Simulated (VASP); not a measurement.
# MgWCl4O (C2) in VASP: single point with PBE

Aim: the single point of MgWCl4O with PBE.

Program: VASP 6.6.1. These are calculated values, not measurements. Logs are shortened: lines on timing, memory, paths and dates and some standing lists are left out, and cuts for length are marked.

**1. The cell of the first run**

The structure is monoclinic, space group C2 (No. 5). The conventional cell has a = 12.508 Å, b = 3.919 Å, c = 8.841 Å, α = 90.00°, β = 134.93°, γ = 90.00°. Within 3.2 Å of Mg (site symmetry 2) lie 4 Cl at 2.39 to 2.40 Å. W (site symmetry 2) has 2 O at 1.96 Å and 4 Cl at 2.52 Å within 2.6 Å. Cl (site symmetry 1) has 1 Mg at 2.39 Å and 1 W at 2.52 Å and 1 O at 3.12 Å within 3.2 Å. Cl (site symmetry 1) has 1 Mg at 2.40 Å and 1 W at 2.52 Å and 1 O at 3.13 Å within 3.2 Å. Within 2.6 Å of O (site symmetry 2) lie 2 W at 1.96 Å.

**2. Single point, PBE**

File INCAR:

```
  PREC = Accurate
  ENCUT = 520
  EDIFF = 1E-6
  ISMEAR = 0
  SIGMA = 0.1
  LREAL = False
  LASPH = True
  NELM = 100
  ALGO = Normal
  ISIF = 2
  LWAVE = False
  LCHARG = False
  GGA = PE
  NBANDS = 34
```

File KPOINTS:

```
Automatic mesh
0
Gamma
  6 6 4
```

File POSCAR:

```
MgWCl4O
1.0
    6.2541111396     -1.9592538277      0.0000000000
    6.2541111396      1.9592538277      0.0000000000
   -6.2442821969      0.0000000000      6.2584942138
Mg W Cl O
1 1 4 1
Direct
    0.3134920000      0.6865080000      0.5000000000
    0.0588690000      0.9411310000      0.0000000000
    0.3640670000      0.1820710000      0.1933380000
    0.8179290000      0.6359330000      0.8066620000
    0.9518300000      0.8879640000      0.6467010000
    0.1120360000      0.0481700000      0.3532990000
    0.5590445000      0.4409555000      0.0000000000
```

Potentials or basis: VASP PAW PBE potentials, release 64 (Mg, W_sv, Cl, O).

Run with:

```bash
> cat potpaw_PBE.64/Mg/POTCAR potpaw_PBE.64/W_sv/POTCAR potpaw_PBE.64/Cl/POTCAR potpaw_PBE.64/O/POTCAR > POTCAR
> mpirun -np 1 vasp_std > vasp.out
```

OUTCAR:

```text
PREC = Accurate
   ENCUT = 520
   EDIFF = 1E-6
   ISMEAR = 0
   LREAL = False
   LASPH = True
   NELM = 100
   ISIF = 2
   GGA = PE

 ion  position               nearest neighbor table
   1  0.313  0.687  0.500-   4 2.39   3 2.39   6 2.40   5 2.40
   2  0.059  0.941  0.000-   7 1.96   7 1.96   6 2.52   5 2.52   4 2.52   3 2.52
   3  0.364  0.182  0.193-   1 2.39   2 2.52
   4  0.818  0.636  0.807-   1 2.39   2 2.52
   5  0.952  0.888  0.647-   1 2.40   2 2.52
   6  0.112  0.048  0.353-   1 2.40   2 2.52
   7  0.559  0.441  0.000-   2 1.96   2 1.96

  LATTYP: Found a base centered monoclinic cell.
 ALAT       =    12.5082222792
 B/A-ratio  =     0.3132745460
 C/A-ratio  =     0.7067993755
 COS(beta)  =    -0.7063025503

  Lattice vectors:

 A1 = (   6.2541111396,  -1.9592538277,   0.0000000000)
 A2 = (   6.2541111396,   1.9592538277,   0.0000000000)
 A3 = (  -6.2442821969,   0.0000000000,   6.2584942138)

Analysis of symmetry for initial positions (statically):
=====================================================================
 Subroutine PRICEL returns:
 Original cell was already a primitive cell.

 Routine SETGRP: Setting up the symmetry group for a
 base centered monoclinic supercell.

 Subroutine GETGRP returns: Found  2 space group operations
 (whereof  2 operations were pure point group operations)
 out of a pool of  4 trial point group operations.

The static configuration has the point symmetry C_2 .

Analysis of symmetry for dynamics (positions and initial velocities):
=====================================================================
 Subroutine PRICEL returns:
 Original cell was already a primitive cell.

 Routine SETGRP: Setting up the symmetry group for a
 base centered monoclinic supercell.

 Subroutine GETGRP returns: Found  2 space group operations
 (whereof  2 operations were pure point group operations)
 out of a pool of  4 trial point group operations.

The dynamic configuration has the point symmetry C_2 .

 Subroutine INISYM returns: Found  2 space group operations
 (whereof  2 operations are pure point group operations),
 and found     1 'primitive' translations

----------------------------------------------------------------------------------------

                                     Primitive cell

  volume of cell :     153.3756

  direct lattice vectors                    reciprocal lattice vectors
     6.254111140 -1.959253828  0.000000000     0.079947412 -0.255199195  0.079765865
     6.254111140  1.959253828  0.000000000     0.079947412  0.255199195  0.079765865
    -6.244282197  0.000000000  6.258494214     0.000000000  0.000000000  0.159782843

  length of vectors
     6.553821916  6.553821916  8.840803695     0.279071337  0.279071337  0.159782843

  position of ions in fractional coordinates (direct lattice)
     0.313492000  0.686508000  0.500000000
     0.058869000  0.941131000  0.000000000
     0.364067000  0.182071000  0.193338000
     0.817929000  0.635933000  0.806662000
     0.951830000  0.887964000  0.646701000
     0.112036000  0.048170000  0.353299000
     0.559044500  0.440955500  0.000000000

  ion indices of the primitive-cell ions
   primitive index   ion index
                 1           1
                 2           2
                 3           3
                 4           4
                 5           5
                 6           6
                 7           7

----------------------------------------------------------------------------------------

 KPOINTS: Automatic mesh

Automatic generation of k-mesh.
 Grid dimensions read from file:
 generate k-points for:    6    6    4

 Generating k-lattice:

  Cartesian coordinates                     Fractional coordinates (reciprocal lattice)
     0.013324569 -0.042533199  0.013294311     0.166666667  0.000000000  0.000000000
     0.013324569  0.042533199  0.013294311     0.000000000  0.166666667  0.000000000
     0.000000000  0.000000000  0.039945711     0.000000000  0.000000000  0.250000000

  Length of vectors
     0.046511889  0.046511889  0.039945711

  Shift w.r.t. Gamma in fractional coordinates (k-lattice)
     0.000000000  0.000000000  0.000000000

 Subroutine IBZKPT returns following result:
 ===========================================

 Found     47 irreducible k-points:

 Following reciprocal coordinates:
            Coordinates               Weight
  0.000000  0.000000  0.000000      1.000000
  0.166667 -0.000000  0.000000      4.000000
  0.333333 -0.000000 -0.000000      4.000000
  0.500000 -0.000000 -0.000000      2.000000
  0.166667  0.166667  0.000000      2.000000
  0.333333  0.166667 -0.000000      4.000000
[... 16 lines left out ...]
 -0.333333  0.166667  0.250000      4.000000
 -0.166667  0.166667  0.250000      4.000000
 [... further k-points ...]
   k-points           NKPTS =     47   k-points in BZ     NKDIM =     47   number of bands    NBANDS=     34
   number of dos      NEDOS =    301   number of ions     NIONS =      7
   total plane-waves  NPLWV = 175000
   dimension x,y,z NGX =    50 NGY =   50 NGZ =   70
   dimension x,y,z NGXF=   100 NGYF=  100 NGZF=  140
   ions per type =               1   1   4   1
   NGX,Y,Z   is equivalent  to a cutoff of  12.68, 12.68, 13.16 a.u.
   NGXF,Y,Z  is equivalent  to a cutoff of  25.37, 25.37, 26.33 a.u.
 SYSTEM =  unknown system
   PREC   = accura    normal or accurate (medium, high low for compatibility)
   ISTART =      0    job   : 0-new  1-cont  2-samecut
   ICHARG =      2    charge: 1-file 2-atom 10-const
   ISPIN  =      1    spin polarized calculation?
   LNONCOLLINEAR =      F non collinear calculations
   LSORBIT =      F    spin-orbit coupling
   LASPH  =      T    aspherical Exc in radial PAW
   ENCUT  =  520.0 eV  38.22 Ry    6.18 a.u.  12.19 12.19 16.44*2*pi/ulx,y,z
   NELM   =    100;   NELMIN=  2; NELMDL= -5     # of ELM steps
   EDIFF  = 0.1E-05   stopping-criterion for ELM
   LREAL  =      F    real-space projection
   EDIFFG = 0.1E-04   stopping-criterion for IOM
   NSW    =      0    number of steps for IOM
   IBRION =     -1    ionic relax: 0-MD 1-quasi-New 2-CG
   NFREE  =      0    steps in history (QN), initial steepest desc. (CG)
   ISIF   =      2    stress and relaxation
   ISYM   =      2    0-nonsym 1-usesym 2-fastsym
   POTIM  = 0.5000    time-step for ionic-motion
   TEBEG  =    0.0;   TEEND  =   0.0 temperature during run
   PSTRESS=    0.0 pullay stress
   NELECT =      50.0000    total number of electrons
   NUPDOWN=      -1.0000    fix difference up-down
   EMIN   =  10.00;   EMAX   =-10.00  energy-range for DOS
   EFERMI =   0.00;   METHOD = LEGACY
   ISMEAR =     0;   SIGMA  =   0.10  broadening in eV -4-tet -1-fermi 0-gaus
   EFERMI_NEDOS =   21; number of points for ismear=-14 and -15
   IALGO  =     38    algorithm
   IMIX   =      4    mixing-type and parameters
     AMIX     =   0.40;   BMIX     =  1.00
     AMIX_MAG =   1.60;   BMIX_MAG =  1.00
  volume/ion in A,a.u.               =      21.91       147.86
  Fermi-wavevector in a.u.,A,eV,Ry     =   1.126712  2.129176 17.272312  1.269479
  Thomas-Fermi vector in A             =   2.263395
   LORBIT       =      0    0 simple, 1 ext, 2 COOP (PROOUT), +10 PAW based schemes
   GGA     = PE    functional components
   LHFCALC =     F    Hartree Fock is set to
   AEXX    =    0.0000 exact exchange contribution
   IVDW    =     0    specifies the selected vdW correction
   LEPSILON=     F    determine dielectric tensor
   LRPA    =     F    only Hartree local field effects (RPA)
 non-spin polarized calculation
 Gauss-broadening in eV      SIGMA  =   0.10
  energy-cutoff  :      520.00
  volume of cell :      153.38
 maximum number of plane-waves:      4153
 NGX is ok and might be reduce to    50
   NGX = 25   NGY = 25   NGZ = 33

 number of electron      50.0000005 magnetization

 Free energy of the ion-electron system (eV)
  ---------------------------------------------------
  ext. energy  EPLUGINS =         0.00000000
  ---------------------------------------------------
  free energy    TOTEN  =       -35.67574742 eV

  energy without entropy =      -35.63570215  energy(sigma->0) =      -35.65572479

 E-fermi :   3.2477     XC(G=0):  -8.8688

 val. band max:        3.2446736003   @ k =   0.3333  -0.0000  -0.0000
 cond. band min:       3.2518969671   @ k =   0.5000   0.1667   0.5000
 fundamental gap:      0.0072233667
 Fermi energy:         3.2477364078

 k-point     1 :       0.0000    0.0000    0.0000
  band No.  band energies     occupation
      1     -72.2383      2.00000
      2     -36.6089      2.00000
      3     -36.2750      2.00000
      4     -36.2730      2.00000
      5     -16.4320      2.00000
      6     -13.1460      2.00000
[... 26 lines left out ...]
     33       9.2800      0.00000
     34       9.5335      0.00000

 k-point     2 :       0.1667   -0.0000    0.0000
  band No.  band energies     occupation
      1     -72.2382      2.00000
      2     -36.6244      2.00000
      3     -36.2743      2.00000
      4     -36.2723      2.00000
      5     -16.1737      2.00000
      6     -13.0715      2.00000
[... 26 lines left out ...]
     33       9.3279      0.00000
     34       9.6085      0.00000

 k-point     3 :       0.3333   -0.0000   -0.0000
  band No.  band energies     occupation
      1     -72.2380      2.00000
      2     -36.6552      2.00000
      3     -36.2729      2.00000
      4     -36.2710      2.00000
      5     -15.5921      2.00000
      6     -12.8919      2.00000
[... 26 lines left out ...]
     33       9.7533      0.00000
     34      10.2370      0.00000
[... 704 lines left out ...]
 k-point    23 :      -0.3333    0.1667    0.2500
  band No.  band energies     occupation
      1     -72.2379      2.00000
      2     -36.6705      2.00000
      3     -36.2723      2.00000
      4     -36.2703      2.00000
      5     -15.2568      2.00000
      6     -12.7705      2.00000
[... 26 lines left out ...]
     33       9.7703      0.00000
     34      10.4343      0.00000

 k-point    24 :      -0.1667    0.1667    0.2500
  band No.  band energies     occupation
      1     -72.2380      2.00000
      2     -36.6552      2.00000
      3     -36.2730      2.00000
      4     -36.2710      2.00000
      5     -15.5921      2.00000
      6     -12.8847      2.00000
[... 26 lines left out ...]
     33       9.7590      0.00000
     34      10.2293      0.00000

 [... further k-points ...]
[... 5 lines left out ...]
  --------------------------------------------------------------------------------------
  -------------------------------------------------------------------------------------
  Total       -2.7604514     -5.8362168     -2.7308051      0.0000000      0.0000000     -0.0034372
  in kB      -28.8359682    -60.9657397    -28.5262801      0.0000000      0.0000000     -0.0359052
  external PRESSURE =     -39.4426627 kB  Pullay stress =       0.0000000 kB

 VOLUME and BASIS-vectors are now :
 -----------------------------------------------------------------------------
  energy-cutoff  :      520.00
  volume of cell :      153.38
      direct lattice vectors                 reciprocal lattice vectors
     6.254111140 -1.959253828  0.000000000     0.079947412 -0.255199195  0.079765865
     6.254111140  1.959253828  0.000000000     0.079947412  0.255199195  0.079765865
    -6.244282197  0.000000000  6.258494214     0.000000000  0.000000000  0.159782843

 POSITION                                       TOTAL-FORCE (eV/Angst)
 -----------------------------------------------------------------------------------
      3.13197      0.73083      3.12925        -0.000000      0.010093      0.000000
      6.25411      1.72858      0.00000         0.000000     -0.019925      0.000000
      2.20835     -0.35658      1.21000        -0.467259      0.013998     -0.328969
      4.05559     -0.35658      5.04849         0.467259      0.013998      0.328969
      7.46809     -0.12513      4.04737        -0.303865      0.004994      0.467729
     -1.20415     -0.12513      2.21112         0.303865      0.004994     -0.467729
      6.25411     -0.23137      0.00000        -0.000000     -0.028152      0.000000
 -----------------------------------------------------------------------------------
    total drift:                                0.000000     -0.000103      0.000000

  FREE ENERGIE OF THE ION-ELECTRON SYSTEM (eV)
  ---------------------------------------------------
  free  energy   TOTEN  =       -35.6757474245 eV

  energy  without entropy=      -35.6357021525  energy(sigma->0) =      -35.65572479
```

Wall time 12 min (1 thread of Intel Xeon 8259CL, shared host); peak memory 0.59 GiB.

What came out:

| Quantity | Value |
| --- | --- |
| Free energy | -35.6757 eV |
| Pressure | -3.9 GPa |
| Largest force | 0.572 eV/Å |
| Band gap on the k mesh | zero (band 25 reaches 3.31 eV, above the bottom of band 26 at 3.01 eV) |

Forces on the atoms (eV/Å):
```
Mg   0.000  0.010  0.000
W    0.000 -0.020  0.000
Cl  -0.467  0.014 -0.329
Cl   0.467  0.014  0.329
Cl  -0.304  0.005  0.468
Cl   0.304  0.005 -0.468
O    0.000 -0.028  0.000
```

Stress tensor (GPa, compression positive):
```
-2.88  0.00  0.00
 0.00 -6.10  0.00
 0.00  0.00 -2.85
```

Levels at points of the mesh, in eV from the Fermi level:
```
           k point  band 23  band 24  band 25  band 26  band 27  band 28
(0.00, 0.00, 0.00)    -2.82    -2.81    -0.23    -0.22    -0.07     1.62
(0.50, 0.00, 0.00)    -3.15    -3.05     0.02     1.83     2.22     2.26
(0.50, 0.50, 0.00)    -3.32    -2.90    -0.32    -0.23    -0.23     1.61
(0.00, 0.00, 0.50)    -3.03    -2.88    -0.32    -0.18    -0.05     2.01
(0.50, 0.00, 0.50)    -3.15    -3.05     0.02     1.83     2.22     2.26
(0.50, 0.50, 0.50)    -3.04    -2.88    -0.32    -0.18    -0.05     2.01
```

Caveat: spin-orbit coupling is left out, which moves the levels of the heavy elements.
